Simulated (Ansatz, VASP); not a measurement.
**Sc2F3: VASP beside Ansatz**

```
Sc F
1.0
     1.69543    0.97885    7.63593
    -1.69543    0.97885    7.63593
     0.00000   -1.95771    7.63593
Sc F
2 3
Direct
  0.38814 0.38814 0.38814
  0.61186 0.61186 0.61186
  0.00000 0.00000 0.00000
  0.23034 0.23034 0.23034
  0.76966 0.76966 0.76966
```

Alike in both runs: functional PBE; k mesh 6 × 6 × 6; occupations gaussian, width 0.1 eV; collinear spin.

Ansatz relaxed the structure, and its values are those at the end. VASP's run is a single point on that final structure, the one shown.

|  | VASP | Ansatz |
| --- | --- | --- |
| version | VASP 6.6.1 | Ansatz 0.2.0 |
| potentials or method | VASP PAW PBE potentials, release 64 (Sc_sv, F), cutoff 520 eV | scalar-relativistic, plane waves, PAW |
| valence electrons in the cell | 43 | 43 |

|  | VASP | Ansatz | Ansatz less VASP |
| --- | --- | --- | --- |
| gap on the k mesh at the Fermi level (eV) | none | none | - |
| pressure (GPa) | 0.3 | 0.1 | -0.22 |
| rms of the force components (eV/Å) | 0.011 | 0.007 | -0.0044 |
| net moment per atom (μB) | 0.09 | 0.09 | +0.005 |
| size of the moment on the site where the two differ most (μB) | 0.15 | 0.11 | -0.038 |

Site moments also hang on the region over which each program counts them. A gap of «none» marks a metal or a gap that the smearing closes.
